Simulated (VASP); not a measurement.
Write the native input for VASP 6.6.1 that does the following.

```yaml
Task: single point
Functional: r2SCAN
Potentials_or_basis: VASP PAW PBE potentials, release 64 (Eu, Os)
Cutoff: 520 eV
k_mesh: 10 × 10 × 10
Occupations: gaussian, width 0.05 eV
Spin: collinear spin, ferromagnetic start
Starting_moments: "[7.0, 0.0] μB"
Dipole_correction: no
Further_INCAR_settings: ALGO = Normal; EDIFF = 1e-06; NBANDS = 24
```

EuOs:

```
CELL_PARAMETERS angstrom
3.45609 0.00000 0.00000
0.00000 3.45609 0.00000
0.00000 0.00000 3.45609
ATOMIC_POSITIONS crystal
Eu 0.00000 0.00000 0.00000
Os 0.50000 0.50000 0.50000
```

One way to write it, as run:

POSCAR

```
EuOs
1.0
    3.4560940622      0.0000000000      0.0000000000
    0.0000000000      3.4560940622      0.0000000000
    0.0000000000      0.0000000000      3.4560940622
Eu Os
1 1
Direct
    0.0000000000      0.0000000000      0.0000000000
    0.5000000000      0.5000000000      0.5000000000
```

INCAR.step1

```
SYSTEM = EuOs
ALGO = Normal
EDIFF = 1E-4
ENCUT = 520
GGA = PE
ISMEAR = 0
ISPIN = 2
LASPH = .True.
LCHARG = .False.
LMAXMIX = 6
LREAL = .False.
LWAVE = .True.
MAGMOM = 7 0
NBANDS = 24
NELM = 150
PREC = Accurate
SIGMA = 0.05
```

INCAR.step2

```
SYSTEM = EuOs
ALGO = Normal
EDIFF = 1E-6
ENCUT = 520
ISIF = 2
ISMEAR = 0
ISPIN = 2
ISTART = 1
LASPH = .True.
LCHARG = .True.
LELF = .True.
LMAXMIX = 6
LMIXTAU = .True.
LORBIT = 11
LREAL = .False.
LVHAR = .True.
LWAVE = .False.
MAGMOM = 7 0
METAGGA = R2SCAN
NBANDS = 24
NELM = 150
PREC = Accurate
SIGMA = 0.05
```

KPOINTS

```
k-points
0
Gamma
  10 10 10
  0 0 0
```

Potentials or basis: VASP PAW PBE potentials, release 64 (Eu, Os).

Launch:

```bash
$ cat potpaw_PBE.64/Eu/POTCAR potpaw_PBE.64/Os/POTCAR > POTCAR
$ cp INCAR.step1 INCAR
$ mpirun -np 1 vasp_std > vasp.out
$ cp INCAR.step2 INCAR
$ mpirun -np 1 vasp_std > vasp.out
```

Results of the run:

```json
{
 "Pressure": "-0.5 GPa",
 "Net moment": "5.73 μB per cell",
 "Site moments": "Eu +6.27; Os -0.96 μB",
 "Valence electrons inside the program's atomic spheres": "Eu 14.87; Os 7.07"
}
```

Caveat: the PAW data sets were made with another functional, which shifts forces and pressure a little.

Wall time 8.8 min on 1 thread of Intel(R) Xeon(R) Platinum 8488C (Sapphire Rapids), with other jobs on the host, peak memory 0.27 GiB.
